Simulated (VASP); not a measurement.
Input of a VASP 6.6.1 run:

INCAR

```
ALGO = Normal ; EDIFF = 1E-7
ENCUT = 520 ; GGA = PE
ISIF = 2 ; ISMEAR = -1
LASPH = True ; LCHARG = True
LELF = True ; LREAL = False
LVHAR = True ; LWAVE = False
NBANDS = 17 ; NELM = 60
PREC = Accurate ; SIGMA = 0.05
```

KPOINTS

```
k-points
0
Gamma
  9 9 9
```

File POSCAR:

```
Ba
1.0
    0.0000000000      3.8390857366      3.8390857366
    3.8390857366      0.0000000000      3.8390857366
    3.8390857366      3.8390857366      0.0000000000
Ba
2
Direct
   -0.1250000000     -0.1250000000     -0.1250000000
    0.1250000000      0.1250000000      0.1250000000
```

Potentials or basis: VASP PAW PBE potentials, release 64 (Ba_sv).

The run is started by

```sh
$ cat potpaw_PBE.64/Ba_sv/POTCAR > POTCAR
$ mpirun -np 1 vasp_std > vasp.out
```

**Question.** What does it give for the pressure?

**Answer.** 0.4 GPa.

**Question.** Estimate the band gap on the k mesh.

**Answer.** Zero (band 10 reaches 1.87 eV, above the bottom of band 11 at 1.69 eV).

Caveat: spin-orbit coupling is left out, which moves the levels of the heavy elements.
